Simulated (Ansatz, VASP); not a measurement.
**One calculation of SnO2, two programs**

File INCAR:

```
SYSTEM = SnO2
ALGO = Normal ; EDIFF = 1E-6
ENCUT = 520 ; GGA = PE
ISIF = 2 ; ISMEAR = 0
LASPH = .True. ; LCHARG = .False.
LREAL = .False. ; LWAVE = .False.
NBANDS = 35 ; NELM = 80
PREC = Accurate ; SIGMA = 0.01
```

Contents of KPOINTS:

```
k-points
0
Gamma
  8 8 8
  0 0 0
```

POSCAR

```
SnO2
1.0
   -2.0658651443      2.0658651443      5.2830257533
    2.0658651443     -2.0658651443      5.2830257533
    2.0658651443      2.0658651443     -5.2830257533
Sn O
2 4
Direct
    0.7500000000      0.2500000000      0.5000000000
    0.0000000000      0.0000000000      0.0000000000
    0.7975941560      0.7975941560      0.0000000000
    0.9524058440      0.4524058440      0.5000000000
    0.2024058440      0.2024058440      0.0000000000
    0.5475941560      0.0475941560      0.5000000000
```

Input for Ansatz:

```yaml
crystal:
  lattice:
    - [-2.0658651443, 2.0658651443, 5.2830257533]
    - [2.0658651443, -2.0658651443, 5.2830257533]
    - [2.0658651443, 2.0658651443, -5.2830257533]
  atoms:
    - { symbol: Sn, position: [0.75, 0.25, 0.5] }
    - { symbol: Sn, position: [0.0, 0.0, 0.0] }
    - { symbol: O, position: [0.797594156, 0.797594156, 0.0] }
    - { symbol: O, position: [0.952405844, 0.452405844, 0.5] }
    - { symbol: O, position: [0.202405844, 0.202405844, 0.0] }
    - { symbol: O, position: [0.547594156, 0.047594156, 0.5] }
kpoints:
  mp_grid: { grid: [8, 8, 8] }
hamiltonian:
  xc: pbe
scf:
  occupations: { method: fixed }
  n_extra_bands: 5
output:
  forces: true
  stress: true
  eigenvalues: true
```

Alike in both runs: task single point; functional PBE; k mesh 8 × 8 × 8; no spin polarisation.

|  | VASP | Ansatz |
| --- | --- | --- |
| version | VASP 6.6.1 | Ansatz 0.2.0 |
| potentials or method | VASP PAW PBE potentials, release 64 (Sn_d, O) | plane waves, PAW |
| plane-wave cutoff (eV) | 520 | 420 |
| occupations | gaussian, width 0.01 eV | fixed |
| valence electrons in the cell | 52 | 52 |

VASP gave:

```
gap on the k mesh at the Fermi level (eV)                     : 0.75
pressure (GPa)                                                : -7.5
traceless stress, the component that is largest in VASP (GPa) : -1.17
rms of the force components (eV/Å)                            : 0.136
```

What did Ansatz give for the same quantities?

gap on the k mesh at the Fermi level (eV): 0.76; pressure (GPa): -7.9; traceless stress, the component that is largest in VASP (GPa): -1.30; rms of the force components (eV/Å): 0.147.

Atom by atom the forces differ by 0.010 eV/Å (rms over components).
